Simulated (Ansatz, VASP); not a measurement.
NaCl in VASP and in Ansatz

The input INCAR:

```
SYSTEM = NaCl
ALGO     = Normal         ! electronic algorithm
EDIFF    = 1E-6           ! SCF threshold, eV
ENCUT    = 520            ! plane-wave cutoff, eV
GGA      = PE             ! functional
ISIF     = 2              ! what is computed and relaxed
ISMEAR   = 0              ! smearing method
LASPH    = .True.         ! aspherical terms in the spheres
LCHARG   = .True.         ! write CHGCAR
LELF     = .True.         ! ELF
LREAL    = .False.        ! projectors in reciprocal space
LVHAR    = .True.       
LWAVE    = .False.        ! write WAVECAR
NBANDS   = 14             ! bands
NELM     = 80             ! most SCF steps
PREC     = Accurate       ! precision mode
SIGMA    = 0.1            ! smearing width, eV
```

File KPOINTS:

```
k-points
0
Gamma
  8 8 8
  0 0 0
```

The input POSCAR:

```
NaCl
1.0
    3.5021900000      0.0000000000      0.0000000000
    0.0000000000      3.5021900000      0.0000000000
    0.0000000000      0.0000000000      3.5021900000
Cl Na
1 1
Direct
    0.5000000000      0.5000000000      0.5000000000
    0.0000000000      0.0000000000      0.0000000000
```

File input.yaml:

```yaml
crystal:
  lattice:
    - [3.50219, 0.0, 0.0]
    - [0.0, 3.50219, 0.0]
    - [0.0, 0.0, 3.50219]
  atoms:
    - { symbol: Cl, position: [0.5, 0.5, 0.5] }
    - { symbol: Na, position: [0.0, 0.0, 0.0] }
kpoints:
  mp_grid: { grid: [8, 8, 8] }
scf:
  occupations: { method: gaussian, width: 0.1 }
hamiltonian:
  xc: pbe
  pseudopotentials: { kind: all_electron, lapw: { basis_error: 0.001 } }
output:
  forces: true
  stress: true
  eigenvalues: true
```

Alike in both runs: task single point; functional PBE; k mesh 8 × 8 × 8; occupations gaussian, width 0.1 eV; no spin polarisation.

```csv
,VASP,Ansatz
version,VASP 6.6.1,Ansatz 0.2.0
potentials or method,"VASP PAW PBE potentials, release 64 (Cl, Na_pv), cutoff 520 eV","all-electron LAPW, scalar-relativistic"
```

|  | VASP | Ansatz | Ansatz less VASP |
| --- | --- | --- | --- |
| gap on the k mesh at the Fermi level (eV) | 3.98 | 3.98 | 0.000 |
| least direct gap on the mesh (eV) | 4.47 | 4.47 | 0.000 |
| pressure (GPa) | 0.1 | 0.1 | +0.06 |

Ansatz ran all-electron here, and VASP with PAW potentials.
